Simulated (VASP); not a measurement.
Input of a VASP 6.6.1 run:

File INCAR:

```
PREC = Accurate ; ENCUT = 520
EDIFF = 1E-8 ; ISMEAR = 0
SIGMA = 0.01 ; LREAL = False
LASPH = True ; NELM = 60
ALGO = Normal ; ISIF = 2
LWAVE = False ; LCHARG = True
GGA = CA ; IBRION = 8
NSW = 1 ; LEPSILON = True
```

File KPOINTS:

```
regular mesh
0
Gamma
  10 10 10
```

POSCAR

```
ZnS
1.0
    0.0000000000      2.6033114152      2.6033114152
    2.6033114152      0.0000000000      2.6033114152
    2.6033114152      2.6033114152      0.0000000000
Zn S
1 1
Direct
    0.0000000000      0.0000000000      0.0000000000
    0.7500000000      0.7500000000      0.7500000000
```

Potentials or basis: VASP PAW LDA potentials, release 64 (Zn, S).

Launch:

```bash
$ cat potpaw_LDA.64/Zn/POTCAR potpaw_LDA.64/S/POTCAR > POTCAR
$ mpirun -np 1 vasp_std > vasp.out
```

Task: What does it give for the electronic dielectric tensor (diagonal)?

Result: 6.14.

Task: Estimate the Born charges (mean of the diagonal).

Result: Zn +1.84; S -1.84 e.

Task: What does it give for the highest phonon frequency at Γ, LO-TO splitting left out?

Result: 318 cm⁻¹.

Phonon frequencies in cm⁻¹ (negative: imaginary):
| q point | frequencies |
| --- | --- |
| (0.000, 0.000, 0.000) | -1 -1 -1 318 318 318 |

Caveat: the cell wasn't relaxed at this level first, which shifts response properties.
